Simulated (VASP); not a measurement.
A run of VASP 6.6.1 is set up as follows.

File INCAR:

```
SYSTEM = K2Cu4Se4N
ALGO     = Normal         ! electronic algorithm
EDIFF    = 1E-6           ! SCF threshold, eV
ENCUT    = 520            ! plane-wave cutoff, eV
GGA      = PE             ! functional
ISIF     = 2              ! what is computed and relaxed
ISMEAR   = -1             ! smearing method
IVDW     = 12             ! dispersion correction
LASPH    = .True.         ! aspherical terms in the spheres
LCHARG   = .True.         ! write CHGCAR
LELF     = .True.         ! ELF
LREAL    = Auto         
LVHAR    = .True.       
LWAVE    = .False.        ! write WAVECAR
NBANDS   = 108            ! bands
NELM     = 60             ! most SCF steps
PREC     = Accurate       ! precision mode
SIGMA    = 0.02           ! smearing width, eV
```

KPOINTS

```
k-points
0
Gamma
  2 1 1
  0 0 0
```

Contents of POSCAR:

```
K2Cu4Se4N
1.0
    5.5637970000      0.0000000000      0.0000000000
    0.0000000000     13.8282270000      0.0000000000
    0.0000000000      0.0000000000     19.1728480000
K Cu Se N
4 8 8 2
Direct
    0.5000002696      0.0000000000      0.0521570922
    0.0000000000      0.4999990237      0.0521570922
    0.0423631560      0.0160107294      0.2235505127
    0.5106944053      0.4860637593      0.2043671342
    0.2528129621      0.7557367984      0.1215886132
    0.7360081613      0.7581955373      0.1170822405
    0.7626266738      0.2527800563      0.1050756779
    0.2705706193      0.2474069886      0.1193093483
    0.7658798479      0.7555415456      0.2665123095
    0.2769152074      0.7580509056      0.2713316248
    0.3451779423      0.2680531640      0.2737986553
    0.8850610473      0.2579940292      0.2348686017
    0.0000000000      0.8559014832      0.0521570922
    0.5000002696      0.6440955880      0.0521570922
    0.5000002696      0.3559024595      0.0521570922
    0.0000000000      0.1440965642      0.0521570922
    0.5279128624      0.8706900747      0.2074809126
    0.0346885409      0.6358081915      0.2216624259
    0.0108558957      0.3777635412      0.2969146785
    0.5345629972      0.1339723451      0.2341644809
    0.5682270579      0.1145193813      0.5048493578
    0.4378304960      0.0699872804      0.5382038182
```

Potentials or basis: VASP PAW PBE potentials, release 64 (K_sv, Cu, Se, N).

Launch:

```bash
$ cat potpaw_PBE.64/K_sv/POTCAR potpaw_PBE.64/Cu/POTCAR potpaw_PBE.64/Se/POTCAR potpaw_PBE.64/N/POTCAR > POTCAR
$ mpirun -np 1 vasp_std > vasp.out
```

**Question.** Predict the largest force.

**Answer.** 4.422 eV/Å.

**Question.** Predict the band gap on the k mesh.

**Answer.** Zero (bands 91 and 92 overlap by 0.03 eV).

**Question.** Predict the dispersion energy per atom.

**Answer.** -0.188 eV.

Forces on the atoms (eV/Å):
```
K    0.011  0.018 -0.003
K    0.029  0.091 -0.076
K   -0.136 -0.165 -0.123
K    0.078  0.109  0.162
Cu   0.023 -0.124 -0.095
Cu  -0.101 -0.028 -0.104
Cu  -0.201 -0.108  0.247
Cu  -0.233 -0.444  0.051
Cu   0.180 -0.249 -0.996
Cu   0.094 -0.086 -1.113
Cu  -0.936  0.320 -0.204
Cu  -1.171 -1.219 -0.783
Se   0.149 -0.138  0.420
Se  -0.036  0.349  0.697
Se  -0.232  0.338  0.376
Se   0.742 -0.112  0.540
Se  -0.100 -0.768  0.754
Se  -0.185  0.780  0.601
Se   1.300  0.485  0.202
Se   0.725  0.948 -0.528
N   -2.790 -2.375  2.451
N    2.789  2.377 -2.475
```

Caveat: the k points lie up to 0.56 Å⁻¹ apart; the standard files for N, O and F lose accuracy on very short bonds. With open d or f shells a metallic result of PBE can be an artefact of self-interaction; +U or a hybrid may open a gap.
